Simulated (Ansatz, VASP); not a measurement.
## Bi: VASP beside Ansatz

```xyz
2
Lattice="4.5390 -0.0454 -0.0454 -2.3088 3.9536 -0.0166 -0.1183 -0.1183 11.8290" Properties=species:S:1:pos:R:3 pbc="T T T"
Bi   -0.0558    2.5910    2.9310
Bi    2.1677    1.1989    8.8360
```

Change from the starting cell: equal xy, yz and zx shear strains of -2 %.

Alike in both runs: task single point; functional PBEsol; k mesh 9 × 9 × 3; occupations fermi-dirac, width 0.03 eV; no spin polarisation.

```csv
,VASP,Ansatz
version,VASP 6.6.1,Ansatz 0.2.0
potentials or method,"VASP PAW PBE potentials, release 64 (Bi_d), cutoff 520 eV","all-electron LAPW, scalar-relativistic"
```

Ansatz gave:

```
pressure (GPa)                                                : -3.5
traceless stress, the component that is largest in VASP (GPa) : 3.16
```

Problem. Which values does VASP return?

Solution. Pressure (GPa): -3.6; traceless stress, the component that is largest in VASP (GPa): 3.16.

VASP's potentials were made for PBE, not for PBEsol. Ansatz ran all-electron here, and VASP with PAW potentials.

Neither program's run includes spin-orbit coupling.
